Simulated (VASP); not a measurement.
Wanted: the native input for a VASP 6.6.1 run.

| Quantity | Value |
| --- | --- |
| Task | relaxation of cell and atoms |
| Functional | PBE |
| Potentials or basis | VASP PAW PBE potentials, release 64 (Pt) |
| Cutoff | 600 eV |
| k mesh | 24 × 24 × 20 |
| Occupations | gaussian, width 0.1 eV |
| Spin | no spin polarisation |
| Dipole correction | no |
| Further INCAR settings | ALGO = Fast; EDIFF = 1e-06; IBRION = 2; EDIFFG = -0.01; NSW = 100; ISIF = 3 |

The structure of Pt lies in POSCAR:

```
Pt
1.0
    2.6733308585      0.0000000000      0.0000000000
   -1.3366654292      2.3151724362      0.0000000000
    0.0000000000      0.0000000000      2.7333774921
Pt
1
Direct
    0.0000000000      0.0000000000      0.0000000000
```

This isn't the form of Pt at room conditions, which is fcc.

These files were run (other wordings do the same):

INCAR

```
SYSTEM = Pt
ALGO = Fast
EDIFF = 1E-6
EDIFFG = -0.01
ENCUT = 600
GGA = PE
IBRION = 2
ISIF = 3
ISMEAR = 0
LASPH = .TRUE.
LCHARG = .FALSE.
LREAL = .FALSE.
LWAVE = .FALSE.
NELM = 100
NSW = 100
PREC = Accurate
SIGMA = 0.1
```

KPOINTS

```
k-points
0
G
  24 24 20
  0 0 0
```

Potentials or basis: VASP PAW PBE potentials, release 64 (Pt).

Run with:

```bash
$ cat potpaw_PBE.64/Pt/POTCAR > POTCAR
$ mpirun -np 1 vasp_std > vasp.out
```

It gave:

| Item | Value |
| --- | --- |
| Relaxed volume | 16.81 Å³/atom |
| Relaxed cell | a = 2.687 Å, b = 2.687 Å, c = 2.689 Å, α = 90.00°, β = 90.00°, γ = 120.00° |
| Space group after relaxing (to 0.1 Å) | P6/mmm (No. 191) |
| Energy gained by relaxing | 6.6 meV/atom |
| Ionic steps | 5 |
| Pressure after relaxing | 0.0 GPa |
| Band gap on the k mesh | zero (bands 5 and 6 overlap by 2.79 eV) |

Caveat: spin-orbit coupling is left out, which moves the levels of the heavy elements.

Wall time 5.5 min on 1 thread of Intel Xeon 8259CL (shared host), peak memory 0.27 GiB.
